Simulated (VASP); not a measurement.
Set up this calculation in VASP 6.6.1, as the native input.

```
Task                   : single point
Functional             : r2SCAN
Potentials or basis    : VASP PAW PBE potentials, release 64 (Hf_pv, O)
Cutoff                 : 520 eV
k mesh                 : 8 × 8 × 5
Occupations            : fermi-dirac, width 0.05 eV
Spin                   : no spin polarisation
Dipole correction      : no
Further INCAR settings : ALGO = Normal; EDIFF = 1e-07; NBANDS = 31
```

HfO2:

```xyz
6
Lattice="3.5816 0.0000 0.0000 0.0000 3.5816 0.0000 0.0000 0.0000 5.2061" Properties=species:S:1:pos:R:3 pbc="T T T"
Hf    0.0000    0.0000    0.0000
Hf    1.7908    1.7908    2.6031
O     0.0000    1.7908    1.0267
O     1.7908    0.0000    1.5764
O     1.7908    0.0000    4.1794
O     0.0000    1.7908    3.6297
```

These files were run (other wordings do the same):

POSCAR

```
HfO2
1.0
    3.5815830586      0.0000000000      0.0000000000
    0.0000000000      3.5815830586      0.0000000000
    0.0000000000      0.0000000000      5.2061129447
Hf O
2 4
Direct
    0.0000000000      0.0000000000      0.0000000000
    0.5000000000      0.5000000000      0.5000000000
    0.0000000000      0.5000000000      0.1972078800
    0.5000000000      0.0000000000      0.3027921200
    0.5000000000      0.0000000000      0.8027921200
    0.0000000000      0.5000000000      0.6972078800
```

INCAR.step1

```
PREC = Accurate ; ENCUT = 520
ISMEAR = -1 ; SIGMA = 0.05
LREAL = F ; LASPH = T
NELM = 80 ; NBANDS = 31
GGA = PE ; ALGO = Normal
EDIFF = 1E-4 ; LWAVE = T
LCHARG = F
```

INCAR.step2

```
PREC = Accurate ; ENCUT = 520
EDIFF = 1E-7 ; ISMEAR = -1
SIGMA = 0.05 ; LREAL = F
LASPH = T ; NELM = 80
ALGO = Normal ; ISIF = 2
LWAVE = F ; LCHARG = F
METAGGA = R2SCAN ; LMIXTAU = T
NBANDS = 31 ; ISTART = 1
```

KPOINTS

```
regular mesh
0
Gamma
  8 8 5
```

Potentials or basis: VASP PAW PBE potentials, release 64 (Hf_pv, O).

Command:

```console
$ cat potpaw_PBE.64/Hf_pv/POTCAR potpaw_PBE.64/O/POTCAR > POTCAR
$ cp INCAR.step1 INCAR
$ mpirun -np 1 vasp_std > vasp.out
$ cp INCAR.step2 INCAR
$ mpirun -np 1 vasp_std > vasp.out
```

It gave:

```json
{
 "Pressure": "-4.7 GPa",
 "Largest force": "0.114 eV/Å",
 "Band gap on the k mesh": "5.22 eV (least direct gap 5.28 eV)"
}
```

Caveat: the cell stands under tension; the PAW data sets were made with another functional, which shifts forces and pressure a little; spin-orbit coupling is left out, which moves the levels of the heavy elements.

Wall time 3.6 min on 1 thread of AMD EPYC 9R45 96-Core Processor (Zen 5), on a shared host, peak memory 0.2 GiB.
